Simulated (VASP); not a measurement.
Input of a VASP 6.6.1 run:

Contents of INCAR:

```
SYSTEM = NaW16
PREC = Accurate ; ENCUT = 520
EDIFF = 1E-6 ; ISMEAR = 0
SIGMA = 0.15 ; LREAL = Auto
LASPH = .TRUE. ; NELM = 80
ALGO = Normal ; ISIF = 2
LWAVE = .FALSE. ; LCHARG = .TRUE.
GGA = PE ; IVDW = 12
LELF = .TRUE. ; LVHAR = .TRUE.
NBANDS = 130
```

File KPOINTS:

```
regular mesh
0
G
  1 1 1
  0 0 0
```

File POSCAR:

```
NaW16
1.0
    6.3200000000      0.0000000000      0.0000000000
    0.0000000000      6.3200000000      0.0000000000
    0.0000000000      0.0000000000      6.3200000000
W Na
16 1
Direct
   -0.0067884494      0.0002243671      0.0048792722
    0.4884161392      0.0002354430      0.0048227848
   -0.0084927215      0.5002568038      0.0098384494
   -0.0092542722      0.0002378165      0.5024772152
    0.2588400316      0.2295188291      0.2343783228
    0.4958674051      0.5002306962     -0.0026321203
    0.4883579114      0.0002643987      0.5000088608
    0.7423341772      0.2510566456      0.2596906646
    0.0755210443      0.5002816456      0.4176865506
    0.2588613924      0.7709810127      0.2343762658
    0.2335256329      0.2510477848      0.7508927215
    0.4834028481      0.5002484177      0.5017598101
    0.7423213608      0.7493886076      0.2596927215
    0.7179764241      0.2140417722      0.7752580696
    0.2335482595      0.7494001582      0.7508819620
    0.7180034810      0.7864219937      0.7751968354
    0.8502653481      0.5002052215      0.6430319620
```

Potentials or basis: VASP PAW PBE potentials, release 64 (W_sv, Na_pv).

Command:

```sh
$ cat potpaw_PBE.64/W_sv/POTCAR potpaw_PBE.64/Na_pv/POTCAR > POTCAR
$ mpirun -np 1 vasp_gam > vasp.out
```

Task: Estimate the largest force.

Result: 3.414 eV/Å.

Task: Estimate the dispersion energy per atom.

Result: -0.715 eV.

Task: Estimate the pressure.

Result: 24.8 GPa.

Task: Predict the band gap on the k mesh.

Result: Zero (an odd number of electrons rules out a gap without spin polarisation).

Stress tensor (GPa, compression positive):
```
 21.66   0.01 -14.67
  0.01  31.11  -0.01
-14.67  -0.01  21.69
```

Caveat: the k points lie up to 0.99 Å⁻¹ apart, too coarse for converged energies and pressures of a metal; atoms lie so close that the PAW spheres overlap strongly, which falsifies energies and pressures; spin-orbit coupling is left out, which moves the levels of the heavy elements.
